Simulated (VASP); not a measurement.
Wanted: the native input for a VASP 6.6.1 run.

```
Task                   : single point
Functional             : r2SCAN
Potentials or basis    : VASP PAW PBE potentials, release 64 (Rb_sv, Br)
Cutoff                 : 550 eV
k mesh                 : 4 × 4 × 4
Occupations            : gaussian, width 0.01 eV
Spin                   : no spin polarisation
Dipole correction      : no
Further INCAR settings : ALGO = Normal; EDIFF = 1e-06; NBANDS = 15
```

Crystal: RbBr.

```
Rb Br
1.0
     4.12793    0.00000    0.00000
     0.00000    4.12793    0.00000
     0.00000    0.00000    4.12793
Rb Br
1 1
Direct
  0.00000 0.00000 0.00000
  0.50000 0.50000 0.50000
```

These files were run (other wordings do the same):

POSCAR

```
RbBr
1.0
    4.1279266128      0.0000000000      0.0000000000
    0.0000000000      4.1279266128      0.0000000000
    0.0000000000      0.0000000000      4.1279266128
Rb Br
1 1
Direct
    0.0000000000      0.0000000000      0.0000000000
    0.5000000000      0.5000000000      0.5000000000
```

INCAR.step1

```
PREC = Accurate ; ENCUT = 550
ISMEAR = 0 ; SIGMA = 0.01
LREAL = F ; LASPH = T
NELM = 120 ; NBANDS = 15
GGA = PE ; ALGO = Normal
EDIFF = 1E-5 ; LWAVE = T
LCHARG = F ; GGA_COMPAT = F
```

INCAR.step2

```
PREC = Accurate ; ENCUT = 550
EDIFF = 1E-6 ; ISMEAR = 0
SIGMA = 0.01 ; LREAL = F
LASPH = T ; NELM = 120
ALGO = Normal ; ISIF = 2
LWAVE = F ; LCHARG = F
METAGGA = R2SCAN ; LMIXTAU = T
NBANDS = 15 ; ISTART = 1
GGA_COMPAT = F
```

KPOINTS

```
regular mesh
0
Gamma
  4 4 4
```

Potentials or basis: VASP PAW PBE potentials, release 64 (Rb_sv, Br).

Command:

```bash
$ cat potpaw_PBE.64/Rb_sv/POTCAR potpaw_PBE.64/Br/POTCAR > POTCAR
$ cp INCAR.step1 INCAR
$ mpirun -np 1 vasp_std > vasp.out
$ cp INCAR.step2 INCAR
$ mpirun -np 1 vasp_std > vasp.out
```

Results of the run:

```yaml
Pressure: 0.0 GPa
Band_gap_on_the_k_mesh: 4.83 eV (least direct gap 4.98 eV)
```

Caveat: the structure was generated, so it needn't be the stable form of RbBr; the PAW data sets were made with another functional, which shifts forces and pressure a little.

Wall time 55 s on 1 thread of AMD EPYC 7R43 64-Core Processor (Zen 3), on a shared host, peak memory 0.15 GiB.
